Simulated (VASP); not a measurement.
# Se (Im-3m) in VASP: further runs, part 2 of 2

VASP 6.6.1. Earlier steps stand in the parts before.

**3. Single point, PBEsol (volume scaled by 0.96)**

File INCAR:

```
SYSTEM = Se
PREC = Accurate
ENCUT = 520
EDIFF = 1E-6
ISMEAR = -1
SIGMA = 0.1
LREAL = .FALSE.
LASPH = .TRUE.
NELM = 80
ALGO = Normal
ISIF = 2
LWAVE = .FALSE.
LCHARG = .FALSE.
GGA = PS
NBANDS = 9
```

File KPOINTS:

```
Automatic mesh
0
G
  15 15 15
  0 0 0
```

File POSCAR:

```
Se
1.0
   -1.6652327965      1.6652327965      1.6652327965
    1.6652327965     -1.6652327965      1.6652327965
    1.6652327965      1.6652327965     -1.6652327965
Se
1
Direct
    0.0000000000      0.0000000000      0.0000000000
```

Potentials or basis: VASP PAW PBE potentials, release 64 (Se).

Launch:

```console
$ cat potpaw_PBE.64/Se/POTCAR > POTCAR
$ mpirun -np 1 vasp_std > vasp.out
```

OUTCAR:

```text
SYSTEM = Se
   PREC = Accurate
   ENCUT = 520
   EDIFF = 1E-6
   ISMEAR = -1
   LREAL = .FALSE.
   LASPH = .TRUE.
   NELM = 80
   ISIF = 2
   GGA = PS

 ion  position               nearest neighbor table
   1  0.000  0.000  0.000-

  LATTYP: Found a body centered cubic cell.
 ALAT       =     3.3304655930

  Lattice vectors:

 A1 = (  -1.6652327965,   1.6652327965,   1.6652327965)
 A2 = (   1.6652327965,  -1.6652327965,   1.6652327965)
 A3 = (   1.6652327965,   1.6652327965,  -1.6652327965)

Analysis of symmetry for initial positions (statically):
[... 457 lines left out ...]
      2      -0.1125      2.00000
      3       3.6465      2.00000
      4       7.8883      0.00001
      5      15.3369      0.00000
      6      18.3516      0.00000
      7      22.0751      0.00000
      8      22.8135      0.00000
      9      28.9345      0.00000

 [... further k-points ...]
[... 5 lines left out ...]
  --------------------------------------------------------------------------------------
  -------------------------------------------------------------------------------------
  Total        0.5026922      0.5026922      0.5026922      0.0000000      0.0000000     -0.0000000
  in kB       43.6041553     43.6041553     43.6041553      0.0000000      0.0000000     -0.0000000
  external PRESSURE =      43.6041553 kB  Pullay stress =       0.0000000 kB

 VOLUME and BASIS-vectors are now :
 -----------------------------------------------------------------------------
  energy-cutoff  :      520.00
  volume of cell :       18.47
      direct lattice vectors                 reciprocal lattice vectors
    -1.665232797  1.665232797  1.665232797     0.000000000  0.300258319  0.300258319
     1.665232797 -1.665232797  1.665232797     0.300258319  0.000000000  0.300258319
     1.665232797  1.665232797 -1.665232797     0.300258319  0.300258319  0.000000000

 POSITION                                       TOTAL-FORCE (eV/Angst)
 -----------------------------------------------------------------------------------
      0.00000      0.00000      0.00000        -0.000000     -0.000000     -0.000000
 -----------------------------------------------------------------------------------
    total drift:                               -0.000000      0.000000      0.000000

  FREE ENERGIE OF THE ION-ELECTRON SYSTEM (eV)
  ---------------------------------------------------
  free  energy   TOTEN  =        -3.3880683529 eV

  energy  without entropy=       -3.3600214332  energy(sigma->0) =       -3.37404489
```

OSZICAR:

```text
N       E                     dE             d eps       ncg     rms          rms(c)
DAV:   1     0.822486194761E+01    0.82249E+01   -0.29906E+03  2168   0.582E+02
DAV:   2    -0.315966593486E+01   -0.11385E+02   -0.11091E+02  3012   0.763E+01
DAV:   3    -0.338923275014E+01   -0.22957E+00   -0.22280E+00  2500   0.953E+00
DAV:   4    -0.338959938372E+01   -0.36663E-03   -0.36660E-03  2941   0.421E-01
DAV:   5    -0.338959956460E+01   -0.18088E-06   -0.18128E-06  2529   0.857E-03    0.383E+00
DAV:   6    -0.338831388338E+01    0.12857E-02   -0.19093E-03  2492   0.227E-01    0.228E+00
DAV:   7    -0.338808237393E+01    0.23151E-03   -0.32784E-03  2340   0.302E-01    0.624E-02
DAV:   8    -0.338806818548E+01    0.14188E-04   -0.10008E-04  2337   0.594E-02    0.704E-03
DAV:   9    -0.338806835288E+01   -0.16739E-06   -0.81915E-07  2508   0.750E-03
   1 F= -.33880684E+01 E0= -.33740449E+01  d E =-.280469E-01
```

stdout:

```text
POSCAR found type information on POSCAR Se
 POSCAR found :  1 types and       1 ions
 scaLAPACK will be used
 -----------------------------------------------------------------------------
|                                                                             |
|                                                                             |
|     You enforced a specific xc type in the INCAR file but a different       |
|     I HOPE YOU KNOW WHAT YOU ARE DOING!                                     |
|                                                                             |
 -----------------------------------------------------------------------------

 LDA part: xc-table for (Slater+PW92), standard interpolation
 POSCAR, INCAR and KPOINTS ok, starting setup
 FFT: planning ... GRIDC
 FFT: planning ... GRID_SOFT
 FFT: planning ... GRID
 WAVECAR not read
 entering main loop
```

Wall time 19 s (1 thread of AMD EPYC 7R13, shared host); peak memory 0.12 GiB.

What came out:

* Free energy: -3.3881 eV
* Pressure: 4.4 GPa
* Band gap on the k mesh: zero (band 3 reaches 10.11 eV, above the bottom of band 4 at 3.06 eV)

Caveat: the cell differs from its parent crystal (volume scaled by 0.96); the PAW data sets were made with another functional, which shifts forces and pressure a little.

**4. Single point, PBEsol**

This run uses another cell than the first one, of 19.24 Å³/atom, 1.087 times its volume.

File INCAR:

```
PREC = Accurate
ENCUT = 520
EDIFF = 1E-6
ISMEAR = -1
SIGMA = 0.1
LREAL = F
LASPH = T
NELM = 100
ALGO = Normal
ISIF = 2
LWAVE = F
LCHARG = F
GGA = PS
NBANDS = 9
```

File KPOINTS:

```
Automatic mesh
0
Gamma
  15 15 15
```

File POSCAR:

```
Se
1.0
   -1.6880470396      1.6880470396      1.6880470396
    1.6880470396     -1.6880470396      1.6880470396
    1.6880470396      1.6880470396     -1.6880470396
Se
1
Direct
    0.0000000000      0.0000000000      0.0000000000
```

Launch:

```console
$ cat potpaw_PBE.64/Se/POTCAR > POTCAR
$ mpirun -np 1 vasp_std > vasp.out
```

Run time: 20 s. Hardware: 1 thread of AMD EPYC 7R13, shared host; peak memory 0.12 GiB.

It converged, with:

* Free energy: -3.3995 eV
* Pressure: 0.5 GPa
* Band gap on the k mesh: zero (band 3 reaches 9.35 eV, above the bottom of band 4 at 2.69 eV)

Levels at points of the mesh, in eV from the Fermi level:
| k point | band 1 | band 2 | band 3 | band 4 | band 5 | band 6 |
| --- | --- | --- | --- | --- | --- | --- |
| (0.00, 0.00, 0.00) | -16.62 | 3.29 | 3.29 | 3.29 | 11.79 | 12.54 |

Caveat: the PAW data sets were made with another functional, which shifts forces and pressure a little.

**5. Single point, PBEsol (volume scaled by 1.04)**

File INCAR:

```
ALGO = Normal
EDIFF = 1E-7
ENCUT = 520
GGA = PS
ISIF = 2
ISMEAR = -1
LASPH = T
LCHARG = F
LREAL = F
LWAVE = F
NBANDS = 9
NELM = 100
PREC = Accurate
SIGMA = 0.1
```

File KPOINTS:

```
k-points
0
Gamma
  15 15 15
```

File POSCAR:

```
Se
1.0
   -1.7102607323      1.7102607323      1.7102607323
    1.7102607323     -1.7102607323      1.7102607323
    1.7102607323      1.7102607323     -1.7102607323
Se
1
Direct
    0.0000000000      0.0000000000      0.0000000000
```

Launch:

```console
$ cat potpaw_PBE.64/Se/POTCAR > POTCAR
$ mpirun -np 1 vasp_std > vasp.out
```

Wall time 24 s (1 thread of AMD EPYC 7R13, shared host); peak memory 0.12 GiB.

It converged, with:

| Property | Result |
| --- | --- |
| Free energy | -3.3942 eV |
| Pressure | -2.6 GPa |
| Band gap on the k mesh | zero (band 3 reaches 8.65 eV, above the bottom of band 4 at 2.35 eV) |

Levels at points of the mesh, in eV from the Fermi level:
```csv
k point,band 1,band 2,band 3,band 4,band 5,band 6,band 7
"(0.00, 0.00, 0.00)",-16.25,3.08,3.08,3.08,11.24,12.45,12.45
```

Caveat: the cell differs from its parent crystal (volume scaled by 1.04); the PAW data sets were made with another functional, which shifts forces and pressure a little.

**6. Overview**

| cell | gap on the mesh (eV) | pressure (GPa) |
| --- | --- | --- |
| a = 2.844 Å, angles 109.5°, 1 atom | none | 9.2 |
| a = 2.884 Å, angles 109.5°, 1 atom | none | 4.4 |
| a = 2.924 Å, angles 109.5°, 1 atom | none | 0.5 |
| a = 2.962 Å, angles 109.5°, 1 atom | none | -2.6 |

Alike in all rows: task single point; level PBEsol; potentials or basis VASP PAW PBE potentials, release 64 (Se); no spin polarisation; k mesh 15 × 15 × 15; cutoff (eV) 520; smearing fermi-dirac 0.1 eV.

Caveats: the PAW data sets were made with another functional, which shifts forces and pressure a little.

Total energies depend on the potentials used, so only differences within one code and one set of settings carry meaning.
